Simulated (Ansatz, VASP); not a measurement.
# Si2B3: VASP beside Ansatz

File INCAR:

```
SYSTEM = Si2B3
PREC = Accurate ; ENCUT = 500
EDIFF = 1E-7 ; ISMEAR = 0
SIGMA = 0.2 ; LREAL = .False.
LASPH = .True. ; NELM = 120
ALGO = Normal ; ISIF = 3
LWAVE = .False. ; LCHARG = .False.
GGA = PE ; IBRION = 2
NSW = 36 ; EDIFFG = -0.08
GGA_COMPAT = .False. ; NELMIN = 4
```

Contents of KPOINTS:

```
regular mesh
0
Gamma
  5 5 5
  0 0 0
```

The input POSCAR:

```
Si2B3
1.0
    2.2116223800      1.2768807800      3.1908328000
   -2.2116223800      1.2768807800      3.1908328000
    0.0000000000     -2.5537615600      3.1908328000
Si B
2 3
Direct
    0.0000000000      0.0000000000      0.0000000000
    0.5000000000      0.5000000000      0.5000000000
    0.5000000000      0.5000000000      0.0000000000
    0.0000000000      0.5000000000      0.5000000000
    0.5000000000      0.0000000000      0.5000000000
```

Input for Ansatz:

```yaml
crystal:
  lattice:
    - [2.21162238, 1.27688078, 3.1908328]
    - [-2.21162238, 1.27688078, 3.1908328]
    - [0.0, -2.55376156, 3.1908328]
  atoms:
    - { symbol: Si, position: [0.0, 0.0, 0.0] }
    - { symbol: Si, position: [0.5, 0.5, 0.5] }
    - { symbol: B, position: [0.5, 0.5, 0.0] }
    - { symbol: B, position: [0.0, 0.5, 0.5] }
    - { symbol: B, position: [0.5, 0.0, 0.5] }
basis:
  ecutwfc: 420
kpoints:
  mp_grid: { grid: [5, 5, 5] }
hamiltonian:
  xc: pbe
scf:
  occupations: { method: gaussian, width: 0.2 }
  lower_state_search: "off"
output:
  forces: true
  stress: true
  eigenvalues: true
relax:
  adjacent_minimum: "off"
  f_tol: 0.08
  max_steps: 16
  cell: { stress_tol: 0.8 }
```

Alike in both runs: task relaxation of cell and atoms; functional PBE; k mesh 5 × 5 × 5; occupations gaussian, width 0.2 eV; no spin polarisation.

```csv
,VASP,Ansatz
version,VASP 6.6.1,Ansatz 0.2.0
potentials or method,"VASP PAW PBE potentials, release 64 (Si, B), cutoff 500 eV","scalar-relativistic, plane waves, PAW"
valence electrons in the cell,17,17
```

Ansatz gave:

* gap on the k mesh at the Fermi level, each at its own relaxed structure (eV): none
* relaxed volume (Å³/atom): 10.77
* relaxed cell length with the largest relative difference (Å): 4.334

Problem. Which values does VASP return?

Solution. gap on the k mesh at the Fermi level, each at its own relaxed structure (eV): none; relaxed volume (Å³/atom): 10.84; relaxed cell length with the largest relative difference (Å): 4.362.

A gap of «none» marks a metal or a gap that the smearing closes.
